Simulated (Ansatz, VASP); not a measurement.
# BN in VASP and in Ansatz

```
B N
1.0
     0.00000    3.49532    2.16609
     1.25163    0.00000    2.16609
     1.25163    3.49532    0.00000
B N
1 1
Direct
  0.00005 0.00005 0.99995
  0.66667 0.66667 0.33333
```

Alike in both runs: task single point; functional PBEsol; k mesh 5 × 5 × 5; no spin polarisation.

|  | VASP | Ansatz |
| --- | --- | --- |
| version | VASP 6.6.1 | Ansatz 0.2.0 |
| potentials or method | VASP PAW PBE potentials, release 64 (B, N), cutoff 600 eV | plane waves, PAW |
| occupations | gaussian, width 0.01 eV | fixed |
| valence electrons in the cell | 8 | 8 |

```csv
,VASP,Ansatz,Ansatz less VASP
gap on the k mesh at the Fermi level (eV),4.20,4.21,+0.008
```

VASP's potentials were made for PBE, not for PBEsol.

The k mesh is coarse, so the values compare programs but aren't converged.
